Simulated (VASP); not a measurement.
A run of VASP 6.6.1:

INCAR

```
SYSTEM = HfO2
PREC     = Accurate       ! precision mode
ENCUT    = 520            ! plane-wave cutoff, eV
EDIFF    = 1E-6           ! SCF threshold, eV
ISMEAR   = 0              ! smearing method
SIGMA    = 0.05           ! smearing width, eV
LREAL    = .False.        ! projectors in reciprocal space
LASPH    = .True.         ! aspherical terms in the spheres
NELM     = 100            ! most SCF steps
ALGO     = Normal         ! electronic algorithm
ISIF     = 2              ! what is computed and relaxed
LWAVE    = .False.        ! write WAVECAR
LCHARG   = .False.        ! write CHGCAR
GGA      = PE             ! functional
NBANDS   = 18             ! bands
```

KPOINTS

```
Automatic mesh
0
Gamma
  8 8 8
  0 0 0
```

Contents of POSCAR:

```
HfO2
1.0
    0.0000000000      2.5488057606      2.5488057606
    2.5488057606      0.0000000000      2.5488057606
    2.5488057606      2.5488057606      0.0000000000
Hf O
1 2
Direct
    0.0000000000      0.0000000000      0.0000000000
    0.2671649016      0.2328350984      0.2671649016
    0.7671649016      0.7328350984      0.7671649016
```

Potentials or basis: VASP PAW PBE potentials, release 64 (Hf_pv, O).

The run is started by

```bash
$ cat potpaw_PBE.64/Hf_pv/POTCAR potpaw_PBE.64/O/POTCAR > POTCAR
$ mpirun -np 1 vasp_std > vasp.out
```

Hardware: 1 thread of Intel(R) Xeon(R) Platinum 8488C (Sapphire Rapids), with other jobs on the host.

Problem. Estimate the wall time of this run.

Solution. It took 22 s on 1 thread of Intel(R) Xeon(R) Platinum 8488C (Sapphire Rapids) (shared host), peak memory 0.17 GiB. Counts: scf iterations 13, k points 59.
